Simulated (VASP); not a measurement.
# CaO (Fm-3m) in VASP: further runs

CaO is run at these levels: r2SCAN; tasks: single point.

Program: VASP 6.6.1. These are calculated values, not measurements. Logs are shortened: lines on timing, memory, paths and dates and some standing lists are left out, and cuts for length are marked.

### 1 The cell of the first run

Symmetry: Fm-3m, No. 225, cubic system. Conventional cell: a = 4.771 Å, b = 4.771 Å, c = 4.771 Å, α = 90.00°, β = 90.00°, γ = 90.00°. Within 3.2 Å of Ca (site symmetry m-3m) lie 6 O at 2.39 Å. O (site symmetry m-3m) has 6 Ca at 2.39 Å within 3.2 Å.

### 2 Single point, r2SCAN (strain -0.5%)

Input file POSCAR:

```
CaO
1.0
    0.0000000000      2.3855623759      2.3855623759
    2.3855623759      0.0000000000      2.3855623759
    2.3855623759      2.3855623759      0.0000000000
Ca O
1 1
Direct
    0.0000000000      0.0000000000      0.0000000000
    0.5000000000      0.5000000000      0.5000000000
```

Input file INCAR.step1:

```
SYSTEM = CaO
PREC = Accurate
ENCUT = 910
ISMEAR = 0
SIGMA = 0.01
LREAL = .False.
LASPH = .True.
NELM = 120
NBANDS = 15
GGA = PE
ALGO = Normal
EDIFF = 1E-5
LWAVE = .True.
LCHARG = .False.
GGA_COMPAT = .False.
```

Input file INCAR.step2:

```
SYSTEM = CaO
PREC = Accurate
ENCUT = 910
EDIFF = 1E-6
ISMEAR = 0
SIGMA = 0.01
LREAL = .False.
LASPH = .True.
NELM = 120
ALGO = Normal
ISIF = 2
LWAVE = .False.
LCHARG = .False.
METAGGA = R2SCAN
LMIXTAU = .True.
NBANDS = 15
ISTART = 1
GGA_COMPAT = .False.
```

Input file KPOINTS:

```
Automatic mesh
0
Gamma
  10 10 10
  0 0 0
```

Potentials or basis: VASP PAW PBE potentials, release 64 (Ca_sv, O_h).

Launch:

```console
cat potpaw_PBE.64/Ca_sv/POTCAR potpaw_PBE.64/O_h/POTCAR > POTCAR
cp INCAR.step1 INCAR
mpirun -np 1 vasp_std > vasp.out
cp INCAR.step2 INCAR
mpirun -np 1 vasp_std > vasp.out
```

OUTCAR:

```text
SYSTEM = CaO
   PREC = Accurate
   ENCUT = 910
   EDIFF = 1E-6
   ISMEAR = 0
   LREAL = .False.
   LASPH = .True.
   NELM = 120
   ISIF = 2
   METAGGA = R2SCAN
   ISTART = 1

 ion  position               nearest neighbor table
   1  0.000  0.000  0.000-
   2  0.500  0.500  0.500-

  LATTYP: Found a face centered cubic cell.
 ALAT       =     4.7711247518

  Lattice vectors:

 A1 = (   0.0000000000,   2.3855623759,   2.3855623759)
 A2 = (   2.3855623759,   0.0000000000,   2.3855623759)
 A3 = (   2.3855623759,   2.3855623759,   0.0000000000)

Analysis of symmetry for initial positions (statically):
=====================================================================
 Subroutine PRICEL returns:
 Original cell was already a primitive cell.

 Routine SETGRP: Setting up the symmetry group for a
 face centered cubic supercell.

 Subroutine GETGRP returns: Found 48 space group operations
 (whereof 48 operations were pure point group operations)
 out of a pool of 48 trial point group operations.

The static configuration has the point symmetry O_h .

Analysis of symmetry for dynamics (positions and initial velocities):
=====================================================================
 Subroutine PRICEL returns:
 Original cell was already a primitive cell.

 Routine SETGRP: Setting up the symmetry group for a
 face centered cubic supercell.

 Subroutine GETGRP returns: Found 48 space group operations
 (whereof 48 operations were pure point group operations)
 out of a pool of 48 trial point group operations.

The dynamic configuration has the point symmetry O_h .

 Subroutine INISYM returns: Found 48 space group operations
 (whereof 48 operations are pure point group operations),
 and found     1 'primitive' translations

----------------------------------------------------------------------------------------

                                     Primitive cell

  volume of cell :      27.1520

  direct lattice vectors                    reciprocal lattice vectors
     0.000000000  2.385562376  2.385562376    -0.209594184  0.209594184  0.209594184
     2.385562376  0.000000000  2.385562376     0.209594184 -0.209594184  0.209594184
     2.385562376  2.385562376  0.000000000     0.209594184  0.209594184 -0.209594184

  length of vectors
     3.373694666  3.373694666  3.373694666     0.363027776  0.363027776  0.363027776

  position of ions in fractional coordinates (direct lattice)
     0.000000000  0.000000000  0.000000000
     0.500000000  0.500000000  0.500000000

  ion indices of the primitive-cell ions
   primitive index   ion index
                 1           1
                 2           2

----------------------------------------------------------------------------------------

 KPOINTS: Automatic mesh

Automatic generation of k-mesh.
 Grid dimensions read from file:
 generate k-points for:   10   10   10

 Generating k-lattice:

  Cartesian coordinates                     Fractional coordinates (reciprocal lattice)
    -0.020959418  0.020959418  0.020959418     0.100000000  0.000000000  0.000000000
     0.020959418 -0.020959418  0.020959418     0.000000000  0.100000000  0.000000000
     0.020959418  0.020959418 -0.020959418     0.000000000  0.000000000  0.100000000

  Length of vectors
     0.036302778  0.036302778  0.036302778

  Shift w.r.t. Gamma in fractional coordinates (k-lattice)
     0.000000000  0.000000000  0.000000000

 Subroutine IBZKPT returns following result:
 ===========================================

 Found     47 irreducible k-points:

 Following reciprocal coordinates:
            Coordinates               Weight
  0.000000  0.000000  0.000000      1.000000
  0.100000  0.000000  0.000000      8.000000
  0.200000  0.000000  0.000000      8.000000
  0.300000  0.000000  0.000000      8.000000
  0.400000  0.000000  0.000000      8.000000
  0.500000  0.000000  0.000000      4.000000
[... 16 lines left out ...]
  0.300000  0.300000  0.000000      6.000000
  0.400000  0.300000  0.000000     24.000000
 [... further k-points ...]
   k-points           NKPTS =     47   k-points in BZ     NKDIM =     47   number of bands    NBANDS=     15
   number of dos      NEDOS =    301   number of ions     NIONS =      2
   total plane-waves  NPLWV =  46656
   dimension x,y,z NGX =    36 NGY =   36 NGZ =   36
   dimension x,y,z NGXF=    72 NGYF=   72 NGZF=   72
   ions per type =               1   1
   NGX,Y,Z   is equivalent  to a cutoff of  17.74, 17.74, 17.74 a.u.
   NGXF,Y,Z  is equivalent  to a cutoff of  35.48, 35.48, 35.48 a.u.
 SYSTEM =  CaO
   PREC   = accura    normal or accurate (medium, high low for compatibility)
   ISTART =      1    job   : 0-new  1-cont  2-samecut
   ICHARG =      0    charge: 1-file 2-atom 10-const
   ISPIN  =      1    spin polarized calculation?
   LNONCOLLINEAR =      F non collinear calculations
   LSORBIT =      F    spin-orbit coupling
   LASPH  =      T    aspherical Exc in radial PAW
   ENCUT  =  910.0 eV  66.88 Ry    8.18 a.u.   8.30  8.30  8.30*2*pi/ulx,y,z
   NELM   =    120;   NELMIN=  2; NELMDL=  0     # of ELM steps
   EDIFF  = 0.1E-05   stopping-criterion for ELM
   LREAL  =      F    real-space projection
   EDIFFG = 0.1E-04   stopping-criterion for IOM
   NSW    =      0    number of steps for IOM
   IBRION =     -1    ionic relax: 0-MD 1-quasi-New 2-CG
   NFREE  =      0    steps in history (QN), initial steepest desc. (CG)
   ISIF   =      2    stress and relaxation
   ISYM   =      2    0-nonsym 1-usesym 2-fastsym
   POTIM  = 0.5000    time-step for ionic-motion
   TEBEG  =    0.0;   TEEND  =   0.0 temperature during run
   PSTRESS=    0.0 pullay stress
   NELECT =      16.0000    total number of electrons
   NUPDOWN=      -1.0000    fix difference up-down
   EMIN   =  10.00;   EMAX   =-10.00  energy-range for DOS
   EFERMI =   0.00;   METHOD = LEGACY
   ISMEAR =     0;   SIGMA  =   0.01  broadening in eV -4-tet -1-fermi 0-gaus
   EFERMI_NEDOS =   21; number of points for ismear=-14 and -15
   IALGO  =     38    algorithm
   IMIX   =      4    mixing-type and parameters
     AMIX     =   0.40;   BMIX     =  1.00
     AMIX_MAG =   1.60;   BMIX_MAG =  1.00
  volume/ion in A,a.u.               =      13.58        91.62
  Fermi-wavevector in a.u.,A,eV,Ry     =   1.372505  2.593659 25.630260  1.883771
  Thomas-Fermi vector in A             =   2.498106
   LORBIT       =      0    0 simple, 1 ext, 2 COOP (PROOUT), +10 PAW based schemes
   METAGGA = R2SCAN    functional components
   LHFCALC =     F    Hartree Fock is set to
   AEXX    =    0.0000 exact exchange contribution
   IVDW    =     0    specifies the selected vdW correction
   LEPSILON=     F    determine dielectric tensor
   LRPA    =     F    only Hartree local field effects (RPA)
 non-spin polarized calculation
 Gauss-broadening in eV      SIGMA  =   0.01
  energy-cutoff  :      910.00
  volume of cell :       27.15
 maximum number of plane-waves:      1717
 NGX is ok and might be reduce to    36
   NGX = 17   NGY = 17   NGZ = 17

 number of electron      16.0000000 magnetization

 Free energy of the ion-electron system (eV)
  ---------------------------------------------------
  ext. energy  EPLUGINS =         0.00000000
  ---------------------------------------------------
  free energy    TOTEN  =       -19.45810687 eV

  energy without entropy =      -19.45810687  energy(sigma->0) =      -19.45810687

 E-fermi :   2.5059     XC(G=0): -11.1945

 val. band max:        2.4213348604   @ k =   0.0000   0.0000   0.0000
 cond. band min:       6.6076308493   @ k =   0.5000   0.5000   0.0000
 fundamental gap:      4.1862959889
 Fermi energy:         2.5058736665

 k-point     1 :       0.0000    0.0000    0.0000
  band No.  band energies     occupation
      1     -36.5406      2.00000
      2     -16.4162      2.00000
      3     -16.4162      2.00000
      4     -16.4162      2.00000
      5     -14.0969      2.00000
      6       2.4213      2.00000
      7       2.4213      2.00000
      8       2.4213      2.00000
      9       8.0382      0.00000
     10       9.3332      0.00000
     11       9.3332      0.00000
     12       9.3332      0.00000
     13      10.9688      0.00000
     14      10.9688      0.00000
     15      18.3435      0.00000

 k-point     2 :       0.1000    0.0000    0.0000
  band No.  band energies     occupation
      1     -36.5300      2.00000
      2     -16.5988      2.00000
      3     -16.4213      2.00000
      4     -16.4213      2.00000
      5     -13.9091      2.00000
      6       2.0714      2.00000
      7       2.2788      2.00000
      8       2.2788      2.00000
      9       8.4946      0.00000
     10       9.2967      0.00000
     11       9.5133      0.00000
     12       9.5133      0.00000
     13      11.2213      0.00000
     14      11.2213      0.00000
     15      18.7725      0.00000

 k-point     3 :       0.2000    0.0000    0.0000
  band No.  band energies     occupation
      1     -36.5021      2.00000
      2     -16.9878      2.00000
      3     -16.4348      2.00000
      4     -16.4348      2.00000
      5     -13.5056      2.00000
      6       1.3033      2.00000
      7       1.9355      2.00000
      8       1.9356      2.00000
      9       9.2665      0.00000
     10       9.6157      0.00000
     11      10.0117      0.00000
     12      10.0117      0.00000
     13      11.8780      0.00000
     14      11.8780      0.00000
     15      19.4436      0.00000
[... 343 lines left out ...]
 k-point    23 :       0.3000    0.3000    0.0000
  band No.  band energies     occupation
      1     -36.4450      2.00000
      2     -17.1010      2.00000
      3     -16.5759      2.00000
      4     -16.5759      2.00000
      5     -13.4979      2.00000
      6       0.6679      2.00000
      7       2.0824      2.00000
      8       2.0824      2.00000
      9       7.3444      0.00000
     10      10.4095      0.00000
     11      11.7270      0.00000
     12      11.8121      0.00000
     13      11.8121      0.00000
     14      13.8574      0.00000
     15      21.1422      0.00000

 k-point    24 :       0.4000    0.3000    0.0000
  band No.  band energies     occupation
      1     -36.4234      2.00000
      2     -17.1592      2.00000
      3     -16.6301      2.00000
      4     -16.6000      2.00000
      5     -13.5136      2.00000
      6       0.7403      2.00000
      7       1.8708      2.00000
      8       1.9675      2.00000
      9       7.3060      0.00000
     10      10.9789      0.00000
     11      12.0603      0.00000
     12      12.1251      0.00000
     13      12.2642      0.00000
     14      14.2781      0.00000
     15      19.4125      0.00000

 [... further k-points ...]

------------------------ aborting loop because EDIFF is reached ----------------------------------------

  FORCE on cell =-STRESS in cart. coord.  units (eV):
  Direction    XX          YY          ZZ          XY          YZ          ZX
  --------------------------------------------------------------------------------------
  -------------------------------------------------------------------------------------
  Total        0.4703426      0.4703426      0.4703426     -0.0000000      0.0000000     -0.0000000
  in kB       27.7538080     27.7538080     27.7538080     -0.0000000      0.0000000     -0.0000000
  external PRESSURE =      27.7538080 kB  Pullay stress =       0.0000000 kB

 VOLUME and BASIS-vectors are now :
 -----------------------------------------------------------------------------
  energy-cutoff  :      910.00
  volume of cell :       27.15
      direct lattice vectors                 reciprocal lattice vectors
     0.000000000  2.385562376  2.385562376    -0.209594184  0.209594184  0.209594184
     2.385562376  0.000000000  2.385562376     0.209594184 -0.209594184  0.209594184
     2.385562376  2.385562376  0.000000000     0.209594184  0.209594184 -0.209594184

 POSITION                                       TOTAL-FORCE (eV/Angst)
 -----------------------------------------------------------------------------------
      0.00000      0.00000      0.00000         0.000000     -0.000000      0.000000
      2.38556      2.38556      2.38556        -0.000000      0.000000     -0.000000
 -----------------------------------------------------------------------------------
    total drift:                                0.000000      0.000000      0.000000

  FREE ENERGIE OF THE ION-ELECTRON SYSTEM (eV)
  ---------------------------------------------------
  free  energy   TOTEN  =       -19.4581068750 eV

  energy  without entropy=      -19.4581068750  energy(sigma->0) =      -19.45810687
```

Run time: 76 s. Hardware: 1 thread of Intel Xeon 6975P-C (Granite Rapids), shared host; peak memory 0.24 GiB.

Results:

```yaml
Free_energy: -19.4581 eV
Pressure: 2.8 GPa
Band_gap_on_the_k_mesh: 4.19 eV (least direct gap 4.55 eV)
```

Caveat: the cell differs from its parent crystal (strain -0.5%); the cutoff is under 1.25 times the usual one of these potentials, so pressure, stress and relaxed cells hold a basis-set (Pulay) error; the PAW data sets were made with another functional, which shifts forces and pressure a little.

(Part 1 of 2 ends here.)
